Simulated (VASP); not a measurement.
Here is a VASP 6.6.1 calculation.

File INCAR:

```
SYSTEM = TiO2
PREC     = Accurate       ! precision mode
ENCUT    = 520            ! plane-wave cutoff, eV
EDIFF    = 1E-6           ! SCF threshold, eV
ISMEAR   = 0              ! smearing method
SIGMA    = 0.05           ! smearing width, eV
LREAL    = .False.        ! projectors in reciprocal space
LASPH    = .True.         ! aspherical terms in the spheres
NELM     = 150            ! most SCF steps
ALGO     = Normal         ! electronic algorithm
ISIF     = 2              ! what is computed and relaxed
LWAVE    = .False.        ! write WAVECAR
LCHARG   = .False.        ! write CHGCAR
LMAXMIX  = 4              ! l up to which the mixer works
LDAU     = .True.         ! DFT+U
LDAUTYPE = 2            
LDAUL    = 2 -1           ! shell
LDAUU    = 4 0            ! U, eV
LDAUJ    = 0 0          
LDAUPRINT= 1            
GGA      = PE             ! functional
NBANDS   = 33             ! bands
```

The input KPOINTS:

```
Automatic mesh
0
Gamma
  8 8 8
  0 0 0
```

Contents of POSCAR:

```
TiO2
1.0
   -2.0018915300      2.0018915300      4.4449999531
    2.0018915300     -2.0018915300      4.4449999531
    2.0018915300      2.0018915300     -4.4449999531
Ti O
2 4
Direct
    0.0000000000      0.0000000000      0.0000000000
    0.7500000000      0.2500000000      0.5000000000
    0.2154529329      0.2154529329      0.0000000000
    0.9654529329      0.4654529329      0.5000000000
    0.5345470671      0.0345470671      0.5000000000
    0.7845470671      0.7845470671      0.0000000000
```

Potentials or basis: VASP PAW PBE potentials, release 64 (Ti_sv, O).

Run with:

```bash
$ cat potpaw_PBE.64/Ti_sv/POTCAR potpaw_PBE.64/O/POTCAR > POTCAR
$ mpirun -np 1 vasp_std > vasp.out
```

(1) What does it give for the largest force?

(2) Estimate the band gap on the k mesh.

(3) Predict the pressure.

Answers

(1) 0.569 eV/Å.

(2) 2.35 eV (least direct gap 2.81 eV).

(3) 1.9 GPa.

Caveat: the stress differs along the axes, from -6 to 18 GPa.
